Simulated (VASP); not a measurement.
# CdSe: single point with LDA

The system is CdSe.

```
Cd Se
1.0
     0.00000    2.89299    2.89299
     2.89299    0.00000    2.89299
     2.89299    2.89299    0.00000
Cd Se
1 1
Cartesian
  0.0000 0.0000 0.0000
  2.8930 2.8930 2.8930
```

This cell differs from its parent crystal: volume scaled by 1.02.

```
Program                : VASP 6.6.1
Task                   : single point
Functional             : LDA
Potentials or basis    : VASP PAW LDA potentials, release 64 (Cd, Se)
Cutoff                 : 520 eV
k mesh                 : 8 × 8 × 8
Occupations            : fermi-dirac, width 0.05 eV
Spin                   : no spin polarisation
Dipole correction      : no
Further INCAR settings : ALGO = Normal; EDIFF = 1e-06; NBANDS = 16
```

- Pressure: -6.5 GPa
- Band gap on the k mesh: zero (band 9 reaches 1.98 eV, above the bottom of band 10 at 1.35 eV)

Levels at points of the mesh, in eV from the Fermi level:
```csv
k point,band 6,band 7,band 8,band 9,band 10,band 11,band 12,band 13
"(0.00, 0.00, 0.00)",-7.94,-0.67,-0.67,-0.67,-0.29,8.52,8.52,8.52
"(0.50, 0.00, 0.00)",-7.81,-4.98,-0.12,-0.12,2.80,5.05,5.05,5.51
"(0.50, 0.50, 0.00)",-7.32,-4.08,-2.08,-2.08,-0.73,5.36,9.31,9.87
```

Run time: 8 s on 1 thread of Intel(R) Xeon(R) 6975P-C (Granite Rapids) (shared host), peak memory 0.15 GiB.
